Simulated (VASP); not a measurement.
# Al in VASP: relaxation of the atoms with PBEsol

Aim: the relaxation of the atoms of Al with PBEsol.

Program: VASP 6.6.1. These are calculated values, not measurements. Logs are shortened: lines on timing, memory, paths and dates and some standing lists are left out, and cuts for length are marked.

## 1. The cell of the first run

The cell holds a slab with vacuum, 3 atoms: a = 2.839 Å, b = 2.839 Å, c = 18.016 Å, α = 90.00°, β = 90.00°, γ = 90.00°.

## 2. Relaxation of the atoms, PBEsol

INCAR

```
PREC = Accurate
ENCUT = 520
EDIFF = 1E-7
ISMEAR = 0
SIGMA = 0.1
LREAL = False
LASPH = True
NELM = 60
ALGO = Normal
ISIF = 2
LWAVE = False
LCHARG = False
LDIPOL = True
IDIPOL = 3
DIPOL = 0.5 0.5 0.500
GGA = PS
IBRION = 2
NSW = 70
EDIFFG = -0.03
```

KPOINTS

```
regular mesh
0
Gamma
  10 10 1
```

POSCAR

```
Al
1.0
    2.8394270062      0.0000000000      0.0000000000
    0.0000000000      2.8394270062      0.0000000000
    0.0000000000      0.0000000000     18.0155561815
Al
3
Selective dynamics
Direct
    0.5000000000      0.5000000000      0.3885530888  F F F
    0.0000000000      0.0000000000      0.5000000000  T T T
    0.5000000000      0.5000000000      0.6114469112  T T T
```

Potentials or basis: VASP PAW PBE potentials, release 64 (Al).

Run with:

```
cat potpaw_PBE.64/Al/POTCAR > POTCAR
mpirun -np 1 vasp_std > vasp.out
```

OUTCAR:

```text
PREC = Accurate
   ENCUT = 520
   EDIFF = 1E-7
   ISMEAR = 0
   LREAL = False
   LASPH = True
   NELM = 60
   ISIF = 2
   GGA = PS
   IBRION = 2
   NSW = 70
   EDIFFG = -0.03

 ion  position               nearest neighbor table
   1  0.500  0.500  0.389-   2 2.84   2 2.84   2 2.84   2 2.84
   2  0.000  0.000  0.500-   1 2.84   3 2.84   1 2.84   3 2.84   1 2.84   3 2.84   1 2.84   3 2.84

   3  0.500  0.500  0.611-   2 2.84   2 2.84   2 2.84   2 2.84

  LATTYP: Found a simple tetragonal cell.
 ALAT       =     2.8394270062
 C/A-ratio  =     6.3447858114

  Lattice vectors:

 A1 = (   2.8394270062,   0.0000000000,   0.0000000000)
 A2 = (   0.0000000000,   2.8394270062,   0.0000000000)
 A3 = (   0.0000000000,   0.0000000000,  18.0155561815)

Analysis of symmetry for initial positions (statically):
=====================================================================
 Subroutine PRICEL returns:
 Original cell was already a primitive cell.

 Routine SETGRP: Setting up the symmetry group for a
 simple tetragonal supercell.

 Subroutine GETGRP returns: Found 16 space group operations
 (whereof 16 operations were pure point group operations)
 out of a pool of 16 trial point group operations.

The static configuration has the point symmetry D_4h.

Analysis of symmetry for dynamics (positions and initial velocities):
=====================================================================
 Subroutine PRICEL returns:
 Original cell was already a primitive cell.

 Routine SETGRP: Setting up the symmetry group for a
 simple tetragonal supercell.

 Subroutine GETGRP returns: Found 16 space group operations
 (whereof 16 operations were pure point group operations)
 out of a pool of 16 trial point group operations.

The dynamic configuration has the point symmetry D_4h.

Analysis of constrained symmetry for selective dynamics:
=====================================================================
 Subroutine PRICEL returns:
 Original cell was already a primitive cell.

 Routine SETGRP: Setting up the symmetry group for a
 simple tetragonal supercell.

 Subroutine GETGRP returns: Found  8 space group operations
 (whereof  8 operations were pure point group operations)
 out of a pool of 16 trial point group operations.

The constrained configuration has the point symmetry C_4v.

 Subroutine INISYM returns: Found  8 space group operations
 (whereof  8 operations are pure point group operations),
 and found     1 'primitive' translations

[... 122 lines left out ...]
   LRPA    =     F    only Hartree local field effects (RPA)
 conjugate gradient relaxation of ions
 non-spin polarized calculation
 Gauss-broadening in eV      SIGMA  =   0.10
  energy-cutoff  :      520.00
  volume of cell :      145.25
 maximum number of plane-waves:      3953
 NGX is ok and might be reduce to    24
   NGX = 11   NGY = 11   NGZ = 67

--------------------------------------- Ionic step        1  -------------------------------------------

 number of electron       9.0000000 magnetization

 Free energy of the ion-electron system (eV)
  ---------------------------------------------------
  ext. energy  EPLUGINS =         0.00000000
  ---------------------------------------------------
  free energy    TOTEN  =       -11.19901802 eV

  energy without entropy =      -11.19444974  energy(sigma->0) =      -11.19673388

------------------------ aborting loop because EDIFF is reached ----------------------------------------

  FORCE on cell =-STRESS in cart. coord.  units (eV):
  Direction    XX          YY          ZZ          XY          YZ          ZX
  --------------------------------------------------------------------------------------
  -------------------------------------------------------------------------------------
  Total       -1.9489664     -1.9489664      1.1820523      0.0000000      0.0000000      0.0000000
  in kB      -21.4983848    -21.4983848     13.0388163      0.0000000      0.0000000      0.0000000
  external PRESSURE =      -9.9859844 kB  Pullay stress =       0.0000000 kB
[... 166 lines left out ...]
  FREE ENERGIE OF THE ION-ELECTRON SYSTEM (eV)
  ---------------------------------------------------
  free  energy   TOTEN  =       -11.2131397255 eV

  energy  without entropy=      -11.2080822573  energy(sigma->0) =      -11.21061099

 dipolmoment           0.000000      0.000000      0.000113 electrons x Angstroem

--------------------------------------- Ionic step        6  -------------------------------------------

 number of electron       9.0000000 magnetization

 dipolmoment           0.000000      0.000000     -0.000054 electrons x Angstroem

 Free energy of the ion-electron system (eV)
  ---------------------------------------------------
  ext. energy  EPLUGINS =         0.00000000
  ---------------------------------------------------
  free energy    TOTEN  =       -11.21590610 eV

  energy without entropy =      -11.21100714  energy(sigma->0) =      -11.21345662

 E-fermi :  -0.2445     XC(G=0):  -4.5872

 val. band max:       -0.2839121124   @ k =   0.5000   0.2000   0.0000
 cond. band min:      -0.2196257450   @ k =   0.5000   0.0000   0.0000
 fundamental gap:      0.0642863673
 Fermi energy:        -0.2445191914

 k-point     1 :       0.0000    0.0000    0.0000
  band No.  band energies     occupation
      1     -10.4539      2.00000
      2      -8.2965      2.00000
      3      -5.0271      2.00000
      4      -2.0330      2.00000
      5       1.7811      0.00000
      6       3.8244      0.00000
      7       4.2350      0.00000
      8       6.0254      0.00000
[... 210 lines left out ...]
 k-point    21 :       0.5000    0.5000    0.0000
  band No.  band energies     occupation
      1      -2.2111      2.00000
      2      -2.2111      2.00000
      3      -0.9719      2.00000
      4      -0.5942      2.00000
      5      -0.2140      0.66648
      6      -0.2140      0.66648
      7       1.2969      0.00000
      8       1.3970      0.00000

------------------------ aborting loop because EDIFF is reached ----------------------------------------

 vacuum level on the upper side and lower side of the slab       (xc-potential included)        -0.161        -0.158

  FORCE on cell =-STRESS in cart. coord.  units (eV):
  Direction    XX          YY          ZZ          XY          YZ          ZX
  --------------------------------------------------------------------------------------
  -------------------------------------------------------------------------------------
  Total       -1.9995513     -1.9995513      0.0429816      0.0000000      0.0000000     -0.0000000
  in kB      -22.0563700    -22.0563700      0.4741156      0.0000000      0.0000000     -0.0000000
  external PRESSURE =     -14.5462081 kB  Pullay stress =       0.0000000 kB
[... 18 lines left out ...]
  FREE ENERGIE OF THE ION-ELECTRON SYSTEM (eV)
  ---------------------------------------------------
  free  energy   TOTEN  =       -11.2159060965 eV

  energy  without entropy=      -11.2110071437  energy(sigma->0) =      -11.21345662

 reached required accuracy - stopping structural energy minimisation

 vacuum level on the upper side and lower side of the slab         4.206         4.196
```

OSZICAR:

```text
N       E                     dE             d eps       ncg     rms          rms(c)
DAV:   1     0.231827870939E+02    0.23183E+02   -0.28581E+03   336   0.726E+02
DAV:   2    -0.112917021027E+02   -0.34474E+02   -0.32194E+02   600   0.928E+01
DAV:   3    -0.116624046929E+02   -0.37070E+00   -0.36165E+00   480   0.147E+01
[... 78 lines left out ...]
DAV:  10    -0.112159045630E+02   -0.15669E-05   -0.17709E-07   376   0.167E-03    0.352E-03
DAV:  11    -0.112159053172E+02   -0.75426E-06   -0.10977E-07   352   0.131E-03    0.173E-03
DAV:  12    -0.112159055529E+02   -0.23569E-06   -0.12444E-08   288   0.633E-04    0.827E-04
DAV:  13    -0.112159060088E+02   -0.45594E-06   -0.51377E-08   344   0.861E-04    0.308E-04
DAV:  14    -0.112159060965E+02   -0.87654E-07   -0.22223E-09   296   0.322E-04
   6 F= -.11215906E+02 E0= -.11213457E+02  d E =-.576396E-02
```

CONTCAR:

```text
Al
   1.00000000000000
     2.8394270062000002    0.0000000000000000    0.0000000000000000
     0.0000000000000000    2.8394270062000002    0.0000000000000000
     0.0000000000000000    0.0000000000000000   18.0155561814999992
  Al
     3
Selective dynamics
Direct
     0.5000000000000000    0.5000000000000000    0.3885530888000019   F   F   F
     1.0000000000000000    1.0000000000000000    0.5031019904562463   T   T   T
     0.5000000000000000    0.5000000000000000    0.6177724380926078   T   T   T

  0.00000000E+00  0.00000000E+00  0.00000000E+00
  0.00000000E+00  0.00000000E+00  0.00000000E+00
  0.00000000E+00  0.00000000E+00  0.00000000E+00
```

It took 4.2 min on 1 thread of Intel Xeon Platinum 8259CL at 2.50GHz (Skylake/Cascade Lake), shared host; peak memory 0.25 GiB.

What came out:

```yaml
Free_energy: -11.2159 eV
Energy_gained_by_relaxing: 5.6 meV/atom
Ionic_steps: 6
Band_gap_on_the_k_mesh: zero (an odd number of electrons rules out a gap without spin polarisation)
```

Step by step:
| step | energy change (eV) | largest force on free atoms (eV/Å) | pressure (GPa) |
| --- | --- | --- | --- |
| 1 | 0.0000 | 0.2948 | -1.00 |
| 2 | -0.0038 | 0.2360 | -1.06 |
| 3 | -0.0103 | 0.1506 | -1.23 |
| 4 | -0.0111 | 0.1961 | -1.30 |
| 5 | -0.0141 | 0.1322 | -1.35 |
| 6 | -0.0169 | 0.0082 | -1.45 |

Final structure:
```xyz
3
Lattice="2.8394 0.0000 0.0000 0.0000 2.8394 0.0000 0.0000 0.0000 18.0156" Properties=species:S:1:pos:R:3 pbc="T T T"
Al    1.4197    1.4197    7.0000
Al    2.8394    2.8394    9.0637
Al    1.4197    1.4197   11.1295
```

Levels at points of the mesh, in eV from the Fermi level:
| k point | band 1 | band 2 | band 3 | band 4 | band 5 | band 6 | band 7 | band 8 |
| --- | --- | --- | --- | --- | --- | --- | --- | --- |
| (0.00, 0.00, 0.00) | -10.21 | -8.05 | -4.78 | -1.79 | 2.03 | 4.07 | 4.48 | 6.27 |
| (0.50, 0.00, 0.00) | -5.77 | -5.65 | -3.67 | -3.54 | -0.73 | 0.02 | 2.03 | 3.13 |
| (0.50, 0.50, 0.00) | -1.97 | -1.97 | -0.73 | -0.35 | 0.03 | 0.03 | 1.54 | 1.64 |

Caveat: the PAW data sets were made with another functional, which shifts forces and pressure a little.

The gap in the log of VASP goes by the Fermi energy; the results here count the filled bands.